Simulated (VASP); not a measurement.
Write the native input for VASP 6.6.1 that does the following.

- Task: single point
- Functional: PBE
- Potentials or basis: VASP PAW PBE potentials, release 64 (K_sv, Cl)
- Cutoff: 520 eV
- k mesh: 7 × 7 × 7
- Occupations: gaussian, width 0.1 eV
- Spin: no spin polarisation
- Dipole correction: no
- Further INCAR settings: ALGO = Normal; EDIFF = 1e-07; NBANDS = 15

The structure of KCl lies in POSCAR:

```
KCl
1.0
    3.8391960000      0.0000000000      0.0000000000
    0.0000000000      3.8391960000      0.0000000000
    0.0000000000      0.0000000000      3.8391960000
K Cl
1 1
Direct
    0.0000000000      0.0000000000      0.0000000000
    0.5000000000      0.5000000000      0.5000000000
```

One way to write it, as run:

INCAR

```
ALGO = Normal
EDIFF = 1E-7
ENCUT = 520
GGA = PE
ISIF = 2
ISMEAR = 0
LASPH = T
LCHARG = F
LREAL = F
LWAVE = F
NBANDS = 15
NELM = 60
PREC = Accurate
SIGMA = 0.1
```

KPOINTS

```
k-points
0
Gamma
  7 7 7
```

Potentials or basis: VASP PAW PBE potentials, release 64 (K_sv, Cl).

Command:

```sh
$ cat potpaw_PBE.64/K_sv/POTCAR potpaw_PBE.64/Cl/POTCAR > POTCAR
$ mpirun -np 1 vasp_std > vasp.out
```

Results of the run:

```yaml
Pressure: 0.0 GPa
Band_gap_on_the_k_mesh: 4.82 eV (least direct gap 5.00 eV)
```

Caveat: an odd mesh through Γ misses points on the zone boundary, where band edges can lie.

Run time: 27 s on 1 thread of Intel Xeon 8259CL (shared host), peak memory 0.17 GiB.
